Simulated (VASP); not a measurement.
# Ti (P6_3/mmc) in VASP: a series of runs

Runs on Ti. Level: PBEsol. Tasks: electric field gradients.

Program: VASP 6.6.1. These are calculated values, not measurements. Logs are shortened: lines on timing, memory, paths and dates and some standing lists are left out, and cuts for length are marked.

## 1. The cell of the first run

The structure is hexagonal, space group P6_3/mmc (No. 194). Conventional cell: a = 2.940 Å, b = 2.940 Å, c = 4.670 Å, α = 90.00°, β = 90.00°, γ = 120.00°. Within 3.8 Å of Ti (site symmetry -6m2) lie 12 Ti at 2.89 to 2.94 Å.

## 2. Electric field gradients, PBEsol (17.48 Å³/atom)

Input file INCAR:

```
PREC     = Accurate       # precision mode
ENCUT    = 520            # plane-wave cutoff, eV
EDIFF    = 1E-8           # SCF threshold, eV
ISMEAR   = -1             # smearing method
SIGMA    = 0.05           # smearing width, eV
LREAL    = F              # projectors in reciprocal space
LASPH    = T              # aspherical terms in the spheres
NELM     = 80             # most SCF steps
ALGO     = Normal         # electronic algorithm
ISIF     = 2              # what is computed and relaxed
LWAVE    = F              # write WAVECAR
LCHARG   = F              # write CHGCAR
GGA      = PS             # functional
LEFG     = T            
NBANDS   = 19             # bands
```

Input file KPOINTS:

```
Automatic mesh
0
Gamma
  14 14 8
```

Input file POSCAR:

```
Ti
1.0
    2.9401315731      0.0000000000      0.0000000000
   -1.4700657866      2.5462286328      0.0000000000
    0.0000000000      0.0000000000      4.6703276421
Ti
2
Direct
    0.3333333333      0.6666666667      0.2500000000
    0.6666666667      0.3333333333      0.7500000000
```

Potentials or basis: VASP PAW PBE potentials, release 64 (Ti_sv).

Launch:

```sh
$ cat potpaw_PBE.64/Ti_sv/POTCAR > POTCAR
$ mpirun -np 1 vasp_std > vasp.out
```

OUTCAR:

```text
PREC = Accurate
   ENCUT = 520
   EDIFF = 1E-8
   ISMEAR = -1
   LREAL = F
   LASPH = T
   NELM = 80
   ISIF = 2
   GGA = PS

 ion  position               nearest neighbor table
   1  0.333  0.667  0.250-   2 2.89   2 2.89   2 2.89   2 2.89   2 2.89   2 2.89
   2  0.667  0.333  0.750-   1 2.89   1 2.89   1 2.89   1 2.89   1 2.89   1 2.89

  LATTYP: Found a hexagonal cell.
 ALAT       =     2.9401315731
 C/A-ratio  =     1.5884757284

  Lattice vectors:

 A1 = (   2.9401315731,   0.0000000000,   0.0000000000)
 A2 = (  -1.4700657866,   2.5462286328,   0.0000000000)
 A3 = (   0.0000000000,   0.0000000000,   4.6703276421)

Analysis of symmetry for initial positions (statically):
=====================================================================
 Subroutine PRICEL returns:
 Original cell was already a primitive cell.

 Routine SETGRP: Setting up the symmetry group for a
 hexagonal supercell.

 Subroutine GETGRP returns: Found 24 space group operations
 (whereof 12 operations were pure point group operations)
 out of a pool of 24 trial point group operations.

The static configuration has the point symmetry D_3d.
 The point group associated with its full space group is D_6h.

Analysis of symmetry for dynamics (positions and initial velocities):
=====================================================================
 Subroutine PRICEL returns:
 Original cell was already a primitive cell.

 Routine SETGRP: Setting up the symmetry group for a
 hexagonal supercell.

 Subroutine GETGRP returns: Found 24 space group operations
 (whereof 12 operations were pure point group operations)
 out of a pool of 24 trial point group operations.

The dynamic configuration has the point symmetry D_3d.
 The point group associated with its full space group is D_6h.

 Subroutine INISYM returns: Found 24 space group operations
 (whereof 12 operations are pure point group operations),
 and found     1 'primitive' translations

----------------------------------------------------------------------------------------

                                     Primitive cell

  volume of cell :      34.9632

  direct lattice vectors                    reciprocal lattice vectors
     2.940131573  0.000000000  0.000000000     0.340120833  0.196368855  0.000000000
    -1.470065787  2.546228633  0.000000000     0.000000000  0.392737709  0.000000000
     0.000000000  0.000000000  4.670327642     0.000000000  0.000000000  0.214117740

  length of vectors
     2.940131573  2.940131573  4.670327642     0.392737709  0.392737709  0.214117740

  position of ions in fractional coordinates (direct lattice)
     0.333333333  0.666666667  0.250000000
     0.666666667  0.333333333  0.750000000

  ion indices of the primitive-cell ions
   primitive index   ion index
                 1           1
                 2           2

----------------------------------------------------------------------------------------

 KPOINTS: Automatic mesh

Automatic generation of k-mesh.
 Grid dimensions read from file:
 generate k-points for:   14   14    8

 Generating k-lattice:

  Cartesian coordinates                     Fractional coordinates (reciprocal lattice)
     0.024294345  0.014026347  0.000000000     0.071428571 -0.000000000  0.000000000
     0.000000000  0.028052694  0.000000000     0.000000000  0.071428571  0.000000000
     0.000000000  0.000000000  0.026764718     0.000000000  0.000000000  0.125000000

  Length of vectors
     0.028052694  0.028052694  0.026764718

  Shift w.r.t. Gamma in fractional coordinates (k-lattice)
     0.000000000  0.000000000  0.000000000

 Subroutine IBZKPT returns following result:
 ===========================================

 Found    120 irreducible k-points:

 Following reciprocal coordinates:
            Coordinates               Weight
  0.000000  0.000000  0.000000      1.000000
  0.071429 -0.000000  0.000000      6.000000
  0.142857 -0.000000  0.000000      6.000000
  0.214286 -0.000000  0.000000      6.000000
  0.285714 -0.000000  0.000000      6.000000
  0.357143 -0.000000  0.000000      6.000000
[... 16 lines left out ...]
  0.285714  0.285714  0.000000      6.000000
  0.357143  0.285714  0.000000      6.000000
 [... further k-points ...]
   k-points           NKPTS =    120   k-points in BZ     NKDIM =    120   number of bands    NBANDS=     19
   number of dos      NEDOS =    301   number of ions     NIONS =      2
   total plane-waves  NPLWV =  20736
   dimension x,y,z NGX =    24 NGY =   24 NGZ =   36
   dimension x,y,z NGXF=    48 NGYF=   48 NGZF=   72
   ions per type =               2
   NGX,Y,Z   is equivalent  to a cutoff of  13.57, 13.57, 12.81 a.u.
   NGXF,Y,Z  is equivalent  to a cutoff of  27.14, 27.14, 25.63 a.u.
 SYSTEM =  unknown system
   PREC   = accura    normal or accurate (medium, high low for compatibility)
   ISTART =      0    job   : 0-new  1-cont  2-samecut
   ICHARG =      2    charge: 1-file 2-atom 10-const
   ISPIN  =      1    spin polarized calculation?
   LNONCOLLINEAR =      F non collinear calculations
   LSORBIT =      F    spin-orbit coupling
   LASPH  =      T    aspherical Exc in radial PAW
   ENCUT  =  520.0 eV  38.22 Ry    6.18 a.u.   5.47  5.47  8.68*2*pi/ulx,y,z
   NELM   =     80;   NELMIN=  2; NELMDL= -5     # of ELM steps
   EDIFF  = 0.1E-07   stopping-criterion for ELM
   LREAL  =      F    real-space projection
   EDIFFG = 0.1E-06   stopping-criterion for IOM
   NSW    =      0    number of steps for IOM
   IBRION =     -1    ionic relax: 0-MD 1-quasi-New 2-CG
   NFREE  =      0    steps in history (QN), initial steepest desc. (CG)
   ISIF   =      2    stress and relaxation
   ISYM   =      2    0-nonsym 1-usesym 2-fastsym
   POTIM  = 0.5000    time-step for ionic-motion
   TEBEG  =    0.0;   TEEND  =   0.0 temperature during run
   PSTRESS=    0.0 pullay stress
   NELECT =      24.0000    total number of electrons
   NUPDOWN=      -1.0000    fix difference up-down
   EMIN   =  10.00;   EMAX   =-10.00  energy-range for DOS
   EFERMI =   0.00;   METHOD = LEGACY
   ISMEAR =    -1;   SIGMA  =   0.05  broadening in eV -4-tet -1-fermi 0-gaus
   EFERMI_NEDOS =   21; number of points for ismear=-14 and -15
   IALGO  =     38    algorithm
   IMIX   =      4    mixing-type and parameters
     AMIX     =   0.40;   BMIX     =  1.00
     AMIX_MAG =   1.60;   BMIX_MAG =  1.00
  volume/ion in A,a.u.               =      17.48       117.97
  Fermi-wavevector in a.u.,A,eV,Ry     =   1.444136  2.729021 28.375339  2.085529
  Thomas-Fermi vector in A             =   2.562465
   LORBIT       =      0    0 simple, 1 ext, 2 COOP (PROOUT), +10 PAW based schemes
   GGA     = PS    functional components
   LHFCALC =     F    Hartree Fock is set to
   AEXX    =    0.0000 exact exchange contribution
   IVDW    =     0    specifies the selected vdW correction
   LEPSILON=     F    determine dielectric tensor
   LRPA    =     F    only Hartree local field effects (RPA)
 non-spin polarized calculation
  energy-cutoff  :      520.00
  volume of cell :       34.96
 maximum number of plane-waves:       972
 NGX is ok and might be reduce to    24
   NGX = 11   NGY = 11   NGZ = 17

 number of electron      24.0000000 magnetization

 Free energy of the ion-electron system (eV)
  ---------------------------------------------------
  ext. energy  EPLUGINS =         0.00000000
  ---------------------------------------------------
  free energy    TOTEN  =       -16.66166782 eV

  energy without entropy =      -16.64502666  energy(sigma->0) =      -16.65334724

 E-fermi :   8.1384     XC(G=0): -11.6043

 val. band max:        8.1237269644   @ k =   0.0714  -0.0000   0.5000
 cond. band min:       8.1461434140   @ k =   0.2143   0.2143   0.5000
 fundamental gap:      0.0224164496
 Fermi energy:         8.1384347081

 k-point     1 :       0.0000    0.0000    0.0000
  band No.  band energies     occupation
      1     -48.4991      2.00000
      2     -48.3645      2.00000
      3     -25.1835      2.00000
      4     -24.5423      2.00000
      5     -24.5423      2.00000
      6     -24.4838      2.00000
[... 11 lines left out ...]
     18       9.7587      0.00000
     19      11.2729      0.00000
[... 485 lines left out ...]
 k-point    24 :       0.3571    0.2857    0.0000
  band No.  band energies     occupation
      1     -48.3571      2.00000
      2     -48.3463      2.00000
      3     -24.9320      2.00000
      4     -24.8182      2.00000
      5     -24.8141      2.00000
      6     -24.7880      2.00000
[... 11 lines left out ...]
     18      11.4096      0.00000
     19      13.7714      0.00000

 [... further k-points ...]

------------------------ aborting loop because EDIFF is reached ----------------------------------------

  FORCE on cell =-STRESS in cart. coord.  units (eV):
  Direction    XX          YY          ZZ          XY          YZ          ZX
  --------------------------------------------------------------------------------------
  -------------------------------------------------------------------------------------
  Total       -1.0738932     -1.0738932     -1.1877381      0.0000000      0.0000000      0.0000000
  in kB      -49.2107692    -49.2107692    -54.4276715      0.0000000      0.0000000      0.0000000
  external PRESSURE =     -50.9497366 kB  Pullay stress =       0.0000000 kB

 VOLUME and BASIS-vectors are now :
 -----------------------------------------------------------------------------
  energy-cutoff  :      520.00
  volume of cell :       34.96
      direct lattice vectors                 reciprocal lattice vectors
     2.940131573  0.000000000  0.000000000     0.340120833  0.196368855  0.000000000
    -1.470065787  2.546228633  0.000000000     0.000000000  0.392737709  0.000000000
     0.000000000  0.000000000  4.670327642     0.000000000  0.000000000  0.214117740

 POSITION                                       TOTAL-FORCE (eV/Angst)
 -----------------------------------------------------------------------------------
     -0.00000      1.69749      1.16758         0.000000     -0.000000      0.000000
      1.47007      0.84874      3.50275        -0.000000      0.000000      0.000000
 -----------------------------------------------------------------------------------
    total drift:                               -0.000000      0.000000     -0.000000

  FREE ENERGIE OF THE ION-ELECTRON SYSTEM (eV)
  ---------------------------------------------------
  free  energy   TOTEN  =       -16.6616678179 eV

  energy  without entropy=      -16.6450266605  energy(sigma->0) =      -16.65334724

 Electric field gradients (V/A^2)
---------------------------------------------------------------------
 ion       V_xx      V_yy      V_zz      V_xy      V_xz      V_yz
---------------------------------------------------------------------
   1      -8.503    -8.503    17.007     0.000     0.000    -0.000
   2      -8.503    -8.503    17.007     0.000    -0.000     0.000
---------------------------------------------------------------------

 Electric field gradients after diagonalization (V/A^2)
 (convention: |V_zz| > |V_xx| > |V_yy|)
----------------------------------------------------------------------
 ion       V_xx      V_yy      V_zz     asymmetry (V_yy - V_xx)/ V_zz
----------------------------------------------------------------------
   1      -8.503    -8.503    17.007       0.000
   2      -8.503    -8.503    17.007       0.000
----------------------------------------------------------------------

           NMR quadrupolar parameters

 Cq : quadrupolar parameter    Cq=e*Q*V_zz/h
 eta: asymmetry parameters     (V_yy - V_xx)/ V_zz
 Q  : nuclear electric quadrupole moment in mb (millibarn)
----------------------------------------------------------------------
 ion       Cq(MHz)       eta       Q (mb)
----------------------------------------------------------------------
   1       0.041       0.000       1.000
   2       0.041       0.000       1.000
----------------------------------------------------------------------
```

Run time: 1.9 min. Hardware: 1 thread of Intel Xeon 8259CL, shared host; peak memory 0.2 GiB.

What came out:

```yaml
Free_energy: -16.6617 eV
Pressure: -5.1 GPa
Band_gap_on_the_k_mesh: zero (bands 12 and 13 overlap by 1.04 eV)
Largest_electric_field_gradient_by_atom: Ti +17.0 V/Å²
```

Levels at points of the mesh, in eV from the Fermi level:
| k point | band 10 | band 11 | band 12 | band 13 | band 14 | band 15 |
| --- | --- | --- | --- | --- | --- | --- |
| (0.00, 0.00, 0.00) | -2.68 | 0.74 | 0.77 | 0.77 | 0.87 | 1.26 |
| (0.50, 0.00, 0.00) | -2.14 | -1.84 | -0.61 | 0.48 | 0.61 | 1.16 |
| (0.00, 0.00, 0.50) | -4.35 | 0.08 | 0.08 | 0.68 | 0.68 | 0.68 |
| (0.50, 0.00, 0.50) | -2.53 | -0.81 | -0.81 | 1.32 | 1.32 | 1.72 |

Electric field gradients, principal values (V/Å²):
```
atom   least  middle  greatest (by size)
1 Ti  -8.503  -8.503              17.007
2 Ti  -8.503  -8.503              17.007
```

Caveat: the cell stands under tension; without QUAD_EFG the Cq values of the log hold for a quadrupole moment of 1 mb, not for the nuclei; the PAW data sets were made with another functional, which shifts forces and pressure a little.

## 3. Electric field gradients, PBEsol (zz strain of -1 %)

INCAR is that of step 2.

Input file KPOINTS:

```
regular mesh
0
Gamma
  14 14 8
```

Input file POSCAR:

```
Ti
1.0
    2.9499978604      0.0000000000      0.0000000000
   -1.4749989302      2.5547730882      0.0000000000
    0.0000000000      0.0000000000      4.6391400000
Ti
2
Direct
    0.3333333333      0.6666666667      0.2500000000
    0.6666666667      0.3333333333      0.7500000000
```

Potentials or basis: VASP PAW PBE potentials, release 64 (Ti_sv).

Launch:

```sh
$ cat potpaw_PBE.64/Ti_sv/POTCAR > POTCAR
$ mpirun -np 1 vasp_std > vasp.out
```

OUTCAR:

```text
PREC = Accurate
   ENCUT = 520
   EDIFF = 1E-8
   ISMEAR = -1
   LREAL = F
   LASPH = T
   NELM = 80
   ISIF = 2
   GGA = PS

 ion  position               nearest neighbor table
   1  0.333  0.667  0.250-   2 2.88   2 2.88   2 2.88   2 2.88   2 2.88   2 2.88
   2  0.667  0.333  0.750-   1 2.88   1 2.88   1 2.88   1 2.88   1 2.88   1 2.88

  LATTYP: Found a hexagonal cell.
 ALAT       =     2.9499978604
 C/A-ratio  =     1.5725909711

  Lattice vectors:

 A1 = (   2.9499978604,   0.0000000000,   0.0000000000)
 A2 = (  -1.4749989302,   2.5547730882,   0.0000000000)
 A3 = (   0.0000000000,   0.0000000000,   4.6391400000)

Analysis of symmetry for initial positions (statically):
=====================================================================
 Subroutine PRICEL returns:
 Original cell was already a primitive cell.

 Routine SETGRP: Setting up the symmetry group for a
[... 719 lines left out ...]
  energy-cutoff  :      520.00
  volume of cell :       34.96
      direct lattice vectors                 reciprocal lattice vectors
     2.949997860  0.000000000  0.000000000     0.338983297  0.195712098  0.000000000
    -1.474998930  2.554773088  0.000000000     0.000000000  0.391424195  0.000000000
     0.000000000  0.000000000  4.639140000     0.000000000  0.000000000  0.215557194

 POSITION                                       TOTAL-FORCE (eV/Angst)
 -----------------------------------------------------------------------------------
     -0.00000      1.70318      1.15979        -0.000000      0.000000      0.000000
      1.47500      0.85159      3.47935         0.000000     -0.000000      0.000000
 -----------------------------------------------------------------------------------
    total drift:                               -0.000000      0.000000     -0.000000

  FREE ENERGIE OF THE ION-ELECTRON SYSTEM (eV)
  ---------------------------------------------------
  free  energy   TOTEN  =       -16.6616641357 eV

  energy  without entropy=      -16.6450441828  energy(sigma->0) =      -16.65335416

 Electric field gradients (V/A^2)
---------------------------------------------------------------------
 ion       V_xx      V_yy      V_zz      V_xy      V_xz      V_yz
---------------------------------------------------------------------
   1      -9.521    -9.521    19.043    -0.000     0.000    -0.000
   2      -9.521    -9.521    19.043    -0.000    -0.000     0.000
---------------------------------------------------------------------

 Electric field gradients after diagonalization (V/A^2)
 (convention: |V_zz| > |V_xx| > |V_yy|)
----------------------------------------------------------------------
 ion       V_xx      V_yy      V_zz     asymmetry (V_yy - V_xx)/ V_zz
----------------------------------------------------------------------
   1      -9.521    -9.521    19.043       0.000
   2      -9.521    -9.521    19.043       0.000
----------------------------------------------------------------------

           NMR quadrupolar parameters

 Cq : quadrupolar parameter    Cq=e*Q*V_zz/h
 eta: asymmetry parameters     (V_yy - V_xx)/ V_zz
 Q  : nuclear electric quadrupole moment in mb (millibarn)
----------------------------------------------------------------------
 ion       Cq(MHz)       eta       Q (mb)
----------------------------------------------------------------------
   1       0.046       0.000       1.000
   2       0.046       0.000       1.000
----------------------------------------------------------------------
```

Wall time 1.9 min (1 thread of Intel Xeon 8259CL, shared host); peak memory 0.2 GiB.

Results:

```yaml
Free_energy: -16.6617 eV
Pressure: -5.1 GPa
Band_gap_on_the_k_mesh: zero (bands 12 and 13 overlap by 1.02 eV)
Largest_electric_field_gradient_by_atom: Ti +19.0 V/Å²
```

Levels at points of the mesh, in eV from the Fermi level:
| k point | band 9 | band 10 | band 11 | band 12 | band 13 | band 14 | band 15 | band 16 |
| --- | --- | --- | --- | --- | --- | --- | --- | --- |
| (0.00, 0.00, 0.00) | -6.20 | -2.68 | 0.76 | 0.76 | 0.83 | 0.93 | 1.27 | 1.27 |
| (0.50, 0.00, 0.00) | -2.35 | -2.15 | -1.83 | -0.65 | 0.43 | 0.64 | 1.19 | 3.30 |
| (0.00, 0.00, 0.50) | -4.33 | -4.33 | 0.11 | 0.11 | 0.65 | 0.65 | 0.65 | 0.65 |
| (0.50, 0.00, 0.50) | -2.54 | -2.54 | -0.79 | -0.79 | 1.31 | 1.31 | 1.69 | 1.69 |

Electric field gradients, principal values (V/Å²):
```tsv
atom	least	middle	greatest (by size)
1 Ti	-9.521	-9.521	19.043
2 Ti	-9.521	-9.521	19.043
```

Caveat: the cell differs from its parent crystal (zz strain of -1 %); the cell stands under tension; without QUAD_EFG the Cq values of the log hold for a quadrupole moment of 1 mb, not for the nuclei; the PAW data sets were made with another functional, which shifts forces and pressure a little.

(Continued in part 2 of 2.)

The gap in the log of VASP goes by the Fermi energy; the results here count the filled bands.